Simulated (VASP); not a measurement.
**BeHF: relaxation of cell and atoms with PBE**

The system is BeHF.

```
CELL_PARAMETERS angstrom
2.54799 0.00000 0.00000
0.00000 2.54799 0.00000
0.00000 0.00000 6.77249
ATOMIC_POSITIONS crystal
Be 0.00000 0.50000 0.85380
Be 0.50000 0.00000 0.14620
H 0.00000 0.00000 0.00000
H 0.50000 0.50000 0.00000
F 0.00000 0.50000 0.27773
F 0.50000 0.00000 0.72227
```

```json
{
 "Program": "VASP 6.6.1",
 "Task": "relaxation of cell and atoms",
 "Functional": "PBE",
 "Potentials or basis": "VASP PAW PBE potentials, release 64 (Be, H, F)",
 "Cutoff": "600 eV",
 "k mesh": "14 × 14 × 6",
 "Occupations": "gaussian, width 0.01 eV",
 "Spin": "no spin polarisation",
 "Dipole correction": "no",
 "Further INCAR settings": "ALGO = Normal; EDIFF = 1e-06; IBRION = 2; EDIFFG = -0.01; NSW = 100; ISIF = 3"
}
```

- Relaxed volume: 7.33 Å³/atom
- Relaxed cell: a = 2.548 Å, b = 2.548 Å, c = 6.777 Å, α = 90.00°, β = 90.00°, γ = 90.00°
- Space group after relaxing (to 0.05 Å): P4/nmm (No. 129)
- Energy gained by relaxing: 0.0 meV/atom
- Ionic steps: 5
- Pressure after relaxing: 0.0 GPa
- Largest force after relaxing: 0.007 eV/Å
- Band gap on the k mesh: zero (band 10 reaches 5.62 eV, above the bottom of band 11 at 5.45 eV)

Forces on the atoms (eV/Å):
```
Be   0.000  0.000  0.003
Be   0.000  0.000 -0.003
H    0.000  0.000  0.000
H    0.000  0.000  0.000
F    0.000  0.000  0.007
F    0.000  0.000 -0.007
```

Step by step:
| step | energy change (eV) | largest force (eV/Å) | pressure (GPa) | volume (Å³) |
| --- | --- | --- | --- | --- |
| 1 | 0.0000 | 0.0465 | 0.03 | 43.97 |
| 2 | -0.0002 | 0.0251 | 0.07 | 43.98 |
| 3 | -0.0002 | 0.0177 | 0.01 | 43.98 |
| 4 | -0.0002 | 0.0195 | 0.03 | 43.98 |
| 5 | -0.0002 | 0.0070 | -0.04 | 43.99 |

Final structure:
```
CELL_PARAMETERS angstrom
2.54781 0.00000 0.00000
0.00000 2.54781 0.00000
0.00000 0.00000 6.77725
ATOMIC_POSITIONS crystal
Be 0.00000 0.50000 0.85317
Be 0.50000 0.00000 0.14683
H 0.00000 0.00000 0.00000
H 0.50000 0.50000 0.00000
F 0.00000 0.50000 0.27781
F 0.50000 0.00000 0.72219
```

Levels at points of the mesh, in eV from the Fermi level:
```tsv
k point	band 7	band 8	band 9	band 10	band 11	band 12	band 13	band 14
(0.00, 0.00, 0.00)	-7.20	-7.14	-7.14	0.05	0.89	1.05	5.67	6.00
(0.50, 0.00, 0.00)	-6.69	-6.69	-6.42	-6.42	3.02	3.02	6.30	6.30
(0.50, 0.50, 0.00)	-7.39	-7.39	-5.86	-5.86	0.75	0.75	3.64	3.64
(0.00, 0.00, 0.50)	-7.16	-7.16	-6.88	-0.69	1.05	1.74	4.89	6.00
(0.50, 0.00, 0.50)	-6.69	-6.69	-6.53	-6.53	3.14	3.14	6.49	6.49
(0.50, 0.50, 0.50)	-7.39	-7.39	-5.82	-5.82	0.76	0.76	3.59	3.59
```

Wall time 3 min on 1 thread of Oxide Virtual Turin-like Processor (shared host), peak memory 0.2 GiB.
